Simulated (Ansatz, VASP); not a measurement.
**InSb in VASP and in Ansatz**

```
CELL_PARAMETERS angstrom
0.00000 3.23910 3.23910
3.23910 0.00000 3.23910
3.23910 3.23910 0.00000
ATOMIC_POSITIONS crystal
In 0.00000 0.00000 0.00000
Sb 0.25000 0.25000 0.25000
```

Alike in both runs: task single point; functional PBEsol; k mesh 6 × 6 × 6; occupations gaussian, width 0.1 eV; no spin polarisation.

```csv
,VASP,Ansatz
version,VASP 6.6.1,Ansatz 0.2.0
potentials or method,"VASP PAW PBE potentials, release 64 (In_d, Sb), cutoff 520 eV","scalar-relativistic, plane waves, PAW"
valence electrons in the cell,18,28
```

|  | VASP | Ansatz | Ansatz less VASP |
| --- | --- | --- | --- |
| gap on the k mesh at the Fermi level (eV) | none | none | - |
| pressure (GPa) | 0.9 | 0.9 | -0.02 |

VASP's potentials were made for PBE, not for PBEsol. A gap of «none» marks a metal or a gap that the smearing closes. The functional is the same, so the differences come from potentials, cutoffs and numerics. VASP's potentials hold 18 valence electrons a cell and Ansatz's 28, so a difference there can come from the potentials and not from the codes.

Neither program's run includes spin-orbit coupling.
